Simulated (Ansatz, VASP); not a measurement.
## NiO in VASP and in Ansatz

File INCAR:

```
SYSTEM = NiO
  PREC = Accurate
  ENCUT = 520
  EDIFF = 1E-6
  ISMEAR = -1
  SIGMA = 0.05
  LREAL = .False.
  LASPH = .True.
  NELM = 150
  ALGO = Normal
  ISIF = 2
  LWAVE = .False.
  LCHARG = .True.
  ISPIN = 2
  MAGMOM = 1 0
  LORBIT = 11
  LMAXMIX = 4
  LDAU = .True.
  LDAUTYPE = 2
  LDAUL = 2 -1
  LDAUU = 3 0
  LDAUJ = 0 0
  LDAUPRINT = 1
  GGA = PE
  LELF = .True.
  LVHAR = .True.
  NBANDS = 19
```

KPOINTS

```
Automatic mesh
0
Gamma
  11 11 11
  0 0 0
```

Contents of POSCAR:

```
NiO
1.0
    0.0000000000      2.0913095100      2.0913095100
    2.0913095100      0.0000000000      2.0913095100
    2.0913095100      2.0913095100      0.0000000000
Ni O
1 1
Direct
    0.0000000000      0.0000000000      0.0000000000
    0.5000000000      0.5000000000      0.5000000000
```

File input.yaml:

```yaml
crystal:
  lattice:
    - [0.0, 2.09130951, 2.09130951]
    - [2.09130951, 0.0, 2.09130951]
    - [2.09130951, 2.09130951, 0.0]
  atoms:
    - { symbol: Ni, position: [0.0, 0.0, 0.0], spin: 1.0 }
    - { symbol: O, position: [0.5, 0.5, 0.5] }
hamiltonian:
  xc: pbe
  pseudopotentials: { kind: paw }
  hubbard: { sites: [{ species: Ni, l: d, u_eff: 3.0 }] }
magnetization:
  spin_polarized: true
kpoints:
  mp_grid: { grid: [11, 11, 11] }
  band_path:
    path:
      - [[0.0, 0.0, 0.0], [0.5, 0.0, 0.5], [0.5, 0.25, 0.75], [0.375, 0.375, 0.75], [0.0, 0.0, 0.0], [0.5, 0.5, 0.5], [0.625, 0.25, 0.625], [0.5, 0.25, 0.75], [0.5, 0.5, 0.5], [0.375, 0.375, 0.75]]
      - [[0.625, 0.25, 0.625], [0.5, 0.0, 0.5]]
    npoints: 14
scf:
  occupations: { method: fermi_dirac, width: 0.05 }
  n_extra_bands: 6
output:
  forces: true
  stress: true
  eigenvalues: true
  fatbands: false
```

Alike in both runs: functional PBE; k mesh 11 × 11 × 11; occupations fermi-dirac, width 0.05 eV; collinear spin; Hubbard terms Ni d U = 3.0 eV.

```csv
,VASP,Ansatz
version,VASP 6.6.1,Ansatz 0.2.0
potentials or method,"VASP PAW PBE potentials, release 64 (Ni, O)",Ansatz PAW
plane-wave cutoff (eV),520,420
valence electrons in the cell,16,24
task,single point,band structure
```

```tsv
	VASP	Ansatz	Ansatz less VASP
gap on the k mesh at the Fermi level (eV)	0.89	0.81	-0.075
least direct gap on the mesh (eV)	1.70	1.64	-0.066
pressure (GPa)	5.0	9.6	+4.66
net moment per atom (μB)	1.00	1.00	0.000
size of the moment on the site where the two differ most (μB)	1.72	1.66	-0.060
```

Site moments also hang on the region over which each program counts them. The programs project onto different local orbitals, so the same U acts differently, and such runs can settle in different states. VASP's potentials hold 16 valence electrons a cell and Ansatz's 24, so a difference there can come from the potentials and not from the codes.

Noted on Ansatz's run: the magnetic or orbital state may not be the lowest.
